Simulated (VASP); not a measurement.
# MgBe2SeS2 (P-4m2) in VASP: notebook, part 2 of 2

VASP 6.6.1. Earlier steps stand in the parts before.

**3. Relaxation of cell and atoms, PBE**

Contents of INCAR:

```
SYSTEM = MgBe2SeS2
ALGO = Normal
EDIFF = 1E-6
EDIFFG = -0.01
ENCUT = 600
GGA = PE
IBRION = 2
ISIF = 3
ISMEAR = 0
LASPH = .True.
LCHARG = .False.
LREAL = .False.
LWAVE = .False.
NELM = 60
NSW = 100
PREC = Accurate
SIGMA = 0.02
```

Contents of KPOINTS:

```
k-points
0
Gamma
  8 8 4
  0 0 0
```

Contents of POSCAR:

```
MgBe2SeS2
1.0
    3.4557012697      0.0000000000      0.0000000000
    0.0000000000      3.4557012697      0.0000000000
    0.0000000000      0.0000000000     10.7998028121
Mg Be Se S
1 2 1 2
Direct
    0.0000000000      0.0000000000      0.0000000000
    0.5000000000      0.0000000000      0.4272479663
    0.0000000000      0.5000000000      0.5727520337
    0.5000000000      0.5000000000      0.0000000000
    0.5000000000      0.0000000000      0.6158285467
    0.0000000000      0.5000000000      0.3841714533
```

Potentials or basis: VASP PAW PBE potentials, release 64 (Mg, Be, Se, S).

The run is started by

```sh
cat potpaw_PBE.64/Mg/POTCAR potpaw_PBE.64/Be/POTCAR potpaw_PBE.64/Se/POTCAR potpaw_PBE.64/S/POTCAR > POTCAR
mpirun -np 1 vasp_std > vasp.out
```

OUTCAR:

```text
SYSTEM = MgBe2SeS2
   EDIFF = 1E-6
   EDIFFG = -0.01
   ENCUT = 600
   GGA = PE
   IBRION = 2
   ISIF = 3
   ISMEAR = 0
   LASPH = .True.
   LREAL = .False.
   NELM = 60
   NSW = 100
   PREC = Accurate

 ion  position               nearest neighbor table
   1  0.000  0.000  0.000-   4 2.44   4 2.44   4 2.44   4 2.44
   2  0.500  0.000  0.427-   5 2.04   6 2.49   6 2.49   6 2.49   6 2.49
   3  0.000  0.500  0.573-   6 2.04   5 2.49   5 2.49   5 2.49   5 2.49
   4  0.500  0.500  0.000-   1 2.44   1 2.44   1 2.44   1 2.44
   5  0.500  0.000  0.616-   2 2.04   3 2.49   3 2.49   3 2.49   3 2.49
   6  0.000  0.500  0.384-   3 2.04   2 2.49   2 2.49   2 2.49   2 2.49

  LATTYP: Found a simple tetragonal cell.
 ALAT       =     3.4557012697
 C/A-ratio  =     3.1252130810

  Lattice vectors:

 A1 = (   3.4557012697,   0.0000000000,   0.0000000000)
 A2 = (   0.0000000000,   3.4557012697,   0.0000000000)
 A3 = (   0.0000000000,   0.0000000000,  10.7998028121)

Analysis of symmetry for initial positions (statically):
=====================================================================
 Subroutine PRICEL returns:
 Original cell was already a primitive cell.

 Routine SETGRP: Setting up the symmetry group for a
 simple tetragonal supercell.

 Subroutine GETGRP returns: Found  8 space group operations
 (whereof  8 operations were pure point group operations)
 out of a pool of 16 trial point group operations.

The static configuration has the point symmetry D_2d.

Analysis of symmetry for dynamics (positions and initial velocities):
=====================================================================
 Subroutine PRICEL returns:
 Original cell was already a primitive cell.

 Routine SETGRP: Setting up the symmetry group for a
 simple tetragonal supercell.

 Subroutine GETGRP returns: Found  8 space group operations
 (whereof  8 operations were pure point group operations)
 out of a pool of 16 trial point group operations.

The dynamic configuration has the point symmetry D_2d.

 Subroutine INISYM returns: Found  8 space group operations
 (whereof  8 operations are pure point group operations),
 and found     1 'primitive' translations

----------------------------------------------------------------------------------------

                                     Primitive cell

  volume of cell :     128.9699

  direct lattice vectors                    reciprocal lattice vectors
     3.455701270  0.000000000  0.000000000     0.289376865  0.000000000  0.000000000
     0.000000000  3.455701270  0.000000000     0.000000000  0.289376865  0.000000000
     0.000000000  0.000000000 10.799802812     0.000000000  0.000000000  0.092594283

  length of vectors
     3.455701270  3.455701270 10.799802812     0.289376865  0.289376865  0.092594283

  position of ions in fractional coordinates (direct lattice)
     0.000000000  0.000000000  0.000000000
     0.500000000  0.000000000  0.427247966
     0.000000000  0.500000000  0.572752034
     0.500000000  0.500000000  0.000000000
     0.500000000  0.000000000  0.615828547
     0.000000000  0.500000000  0.384171453

  ion indices of the primitive-cell ions
   primitive index   ion index
                 1           1
                 2           2
[... 66 lines left out ...]
 SYSTEM =  MgBe2SeS2
   PREC   = accura    normal or accurate (medium, high low for compatibility)
   ISTART =      0    job   : 0-new  1-cont  2-samecut
   ICHARG =      2    charge: 1-file 2-atom 10-const
   ISPIN  =      1    spin polarized calculation?
   LNONCOLLINEAR =      F non collinear calculations
   LSORBIT =      F    spin-orbit coupling
   LASPH  =      T    aspherical Exc in radial PAW
   ENCUT  =  600.0 eV  44.10 Ry    6.64 a.u.   6.90  6.90 21.57*2*pi/ulx,y,z
   NELM   =     60;   NELMIN=  2; NELMDL= -5     # of ELM steps
   EDIFF  = 0.1E-05   stopping-criterion for ELM
   LREAL  =      F    real-space projection
   EDIFFG = -.1E-01   stopping-criterion for IOM
   NSW    =    100    number of steps for IOM
   IBRION =      2    ionic relax: 0-MD 1-quasi-New 2-CG
   NFREE  =      1    steps in history (QN), initial steepest desc. (CG)
   ISIF   =      3    stress and relaxation
   ISYM   =      2    0-nonsym 1-usesym 2-fastsym
   POTIM  = 0.5000    time-step for ionic-motion
   TEBEG  =    0.0;   TEEND  =   0.0 temperature during run
   PSTRESS=    0.0 pullay stress
   NELECT =      24.0000    total number of electrons
   NUPDOWN=      -1.0000    fix difference up-down
   EMIN   =  10.00;   EMAX   =-10.00  energy-range for DOS
   EFERMI =   0.00;   METHOD = LEGACY
   ISMEAR =     0;   SIGMA  =   0.02  broadening in eV -4-tet -1-fermi 0-gaus
   EFERMI_NEDOS =   21; number of points for ismear=-14 and -15
   IALGO  =     38    algorithm
   IMIX   =      4    mixing-type and parameters
     AMIX     =   0.40;   BMIX     =  1.00
     AMIX_MAG =   1.60;   BMIX_MAG =  1.00
  volume/ion in A,a.u.               =      21.49       145.06
  Fermi-wavevector in a.u.,A,eV,Ry     =   0.934650  1.766233 11.885659  0.873571
  Thomas-Fermi vector in A             =   2.061477
   LORBIT       =      0    0 simple, 1 ext, 2 COOP (PROOUT), +10 PAW based schemes
   GGA     = PE    functional components
   LHFCALC =     F    Hartree Fock is set to
   AEXX    =    0.0000 exact exchange contribution
   IVDW    =     0    specifies the selected vdW correction
   LEPSILON=     F    determine dielectric tensor
   LRPA    =     F    only Hartree local field effects (RPA)
 conjugate gradient relaxation of ions
 non-spin polarized calculation
 Gauss-broadening in eV      SIGMA  =   0.02
  energy-cutoff  :      600.00
  volume of cell :      128.97
 maximum number of plane-waves:      4336
 NGX is ok and might be reduce to    28
   NGX = 13   NGY = 13   NGZ = 43

--------------------------------------- Ionic step        1  -------------------------------------------

 number of electron      24.0000001 magnetization

 Free energy of the ion-electron system (eV)
  ---------------------------------------------------
  ext. energy  EPLUGINS =         0.00000000
  ---------------------------------------------------
  free energy    TOTEN  =       -23.89377397 eV

  energy without entropy =      -23.89377397  energy(sigma->0) =      -23.89377397

------------------------ aborting loop because EDIFF is reached ----------------------------------------

  FORCE on cell =-STRESS in cart. coord.  units (eV):
  Direction    XX          YY          ZZ          XY          YZ          ZX
  --------------------------------------------------------------------------------------
  -------------------------------------------------------------------------------------
  Total       -0.0676394     -0.0676394      0.1538497      0.0000000      0.0000000      0.0000000
  in kB       -0.8402761     -0.8402761      1.9112571      0.0000000      0.0000000      0.0000000
  external PRESSURE =       0.0769016 kB  Pullay stress =       0.0000000 kB
[... 101 lines left out ...]
  FREE ENERGIE OF THE ION-ELECTRON SYSTEM (eV)
  ---------------------------------------------------
  free  energy   TOTEN  =       -23.8939502022 eV

  energy  without entropy=      -23.8939502022  energy(sigma->0) =      -23.89395020

[... ionic steps 4 to 16 ...]

--------------------------------------- Ionic step       17  -------------------------------------------

 number of electron      24.0000001 magnetization

------------------------ aborting loop because EDIFF is reached ----------------------------------------
[... 75 lines left out ...]
--------------------------------------- Ionic step       19  -------------------------------------------

 number of electron      24.0000001 magnetization

 Free energy of the ion-electron system (eV)
  ---------------------------------------------------
  ext. energy  EPLUGINS =         0.00000000
  ---------------------------------------------------
  free energy    TOTEN  =       -23.89624071 eV

  energy without entropy =      -23.89624071  energy(sigma->0) =      -23.89624071

 E-fermi :   2.1735     XC(G=0):  -7.8945

 val. band max:        2.0614970841   @ k =   0.5000   0.0000   0.0000
 cond. band min:       2.7600052825   @ k =   0.5000   0.5000   0.5000
 fundamental gap:      0.6985081984
 Fermi energy:         2.1734853976

 k-point     1 :       0.0000    0.0000    0.0000
  band No.  band energies     occupation
      1     -12.1811      2.00000
      2     -10.7968      2.00000
      3     -10.6951      2.00000
      4      -3.0845      2.00000
      5      -0.9729      2.00000
      6      -0.9729      2.00000
[... 433 lines left out ...]
      3      -9.7625      2.00000
      4      -3.8324      2.00000
      5      -3.8245      2.00000
      6      -2.9068      2.00000
[... 8 lines left out ...]
     15       5.5363      0.00000
     16       6.3674      0.00000

 [... further k-points ...]
[... 5 lines left out ...]
  --------------------------------------------------------------------------------------
  -------------------------------------------------------------------------------------
  Total        0.0072481      0.0072481     -0.0152615      0.0000000     -0.0000000     -0.0000000
  in kB        0.0856122      0.0856122     -0.1802634      0.0000000     -0.0000000     -0.0000000
  external PRESSURE =      -0.0030130 kB  Pullay stress =       0.0000000 kB
[... 21 lines left out ...]
  FREE ENERGIE OF THE ION-ELECTRON SYSTEM (eV)
  ---------------------------------------------------
  free  energy   TOTEN  =       -23.8962407070 eV

  energy  without entropy=      -23.8962407070  energy(sigma->0) =      -23.89624071

 reached required accuracy - stopping structural energy minimisation
```

Run time: 14 min. Hardware: 1 thread of AMD EPYC 7R13 (Zen 3), shared host; peak memory 0.32 GiB.

What came out:

```yaml
Free_energy: -23.8962 eV
Relaxed_volume: 22.61 Å³/atom
Relaxed_cell: a = 3.453 Å, b = 3.453 Å, c = 11.375 Å, α = 90.00°, β = 90.00°, γ = 90.00°
Space_group_after_relaxing_to_0.05_Å: P-4m2 (No. 115)
Energy_gained_by_relaxing: 0.4 meV/atom
Ionic_steps: 19
Pressure_after_relaxing: 0.0 GPa
Band_gap_on_the_k_mesh: 0.70 eV, indirect (least direct gap 0.89 eV)
```

Forces in eV/Å, atoms in the order of the input:
```
Mg   0.000  0.000  0.000
Be   0.000  0.000  0.001
Be   0.000  0.000 -0.001
Se   0.000  0.000  0.000
S    0.000  0.000 -0.002
S    0.000  0.000  0.002
```

Step by step:
```tsv
step	energy change (eV)	largest force (eV/Å)	pressure (GPa)	volume (Å³)
1	0.0000	0.0180	0.01	128.97
2	-0.0002	0.0219	0.02	128.99
3	-0.0002	0.0279	0.02	128.99
4	-0.0003	0.0221	0.04	129.04
5	-0.0004	0.0070	0.11	129.18
6	-0.0005	0.0259	0.25	129.47
7	-0.0005	0.0134	0.18	129.35
8	-0.0005	0.0129	0.19	129.39
9	-0.0006	0.0132	0.17	129.52
10	-0.0008	0.0137	0.14	129.77
11	-0.0010	0.0220	0.09	130.26
12	-0.0012	0.0405	-0.02	131.26
13	-0.0013	0.0394	-0.02	131.42
14	-0.0016	0.0363	-0.01	131.92
15	-0.0020	0.0290	0.01	132.91
16	-0.0024	0.0107	0.05	134.90
17	-0.0024	0.0071	0.05	135.34
18	-0.0022	0.0117	-0.12	136.43
19	-0.0025	0.0023	0.00	135.64
```

Final structure:
```
Mg Be Se S
1.0
     3.45325    0.00000    0.00000
     0.00000    3.45325    0.00000
     0.00000    0.00000   11.37487
Mg Be Se S
1 2 1 2
Cartesian
  0.0000 0.0000 0.0000
  1.7266 3.4532 4.9007
  0.0000 1.7266 6.4741
  1.7266 1.7266 0.0000
  1.7266 0.0000 6.9401
  0.0000 1.7266 4.4348
```
